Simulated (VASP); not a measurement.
Input of a VASP 6.6.1 run:

Contents of INCAR:

```
  PREC = Accurate
  ENCUT = 520
  EDIFF = 1E-7
  ISMEAR = 0
  SIGMA = 0.1
  LREAL = False
  LASPH = True
  NELM = 80
  ALGO = Normal
  ISIF = 2
  LWAVE = False
  LCHARG = False
  GGA = PE
  NBANDS = 44
```

Contents of KPOINTS:

```
regular mesh
0
Gamma
  4 4 4
```

File POSCAR:

```
CsZn4Mo
1.0
    4.2079995600      0.0000000000      0.0000000000
    0.0000000000      4.2079995600      0.0000000000
    0.0000000000      0.0000000000      6.4486992300
Cs Zn Mo
1 4 1
Direct
    0.0000000000      0.0000000000      0.0000000000
    0.5000000000      0.0000000000      0.7141391600
    0.0000000000      0.5000000000      0.2858608400
    0.5000000000      0.0000000000      0.2858608400
    0.0000000000      0.5000000000      0.7141391600
    0.5000000000      0.5000000000      0.5000000000
```

Potentials or basis: VASP PAW PBE potentials, release 64 (Cs_sv, Zn, Mo_sv).

The run is started by

```console
$ cat potpaw_PBE.64/Cs_sv/POTCAR potpaw_PBE.64/Zn/POTCAR potpaw_PBE.64/Mo_sv/POTCAR > POTCAR
$ mpirun -np 1 vasp_std > vasp.out
```

(1) Estimate the pressure.

(2) What does it give for the largest force?

(3) Predict the band gap on the k mesh.

Answers

(1) 18.1 GPa.

(2) 1.018 eV/Å.

(3) zero (an odd number of electrons rules out a gap without spin polarisation).

Caveat: the k points lie up to 0.37 Å⁻¹ apart, too coarse for converged energies and pressures of a metal; spin-orbit coupling is left out, which moves the levels of the heavy elements; forces of over 1 eV/Å act on the atoms, so gaps and moduli don't describe the material at rest.
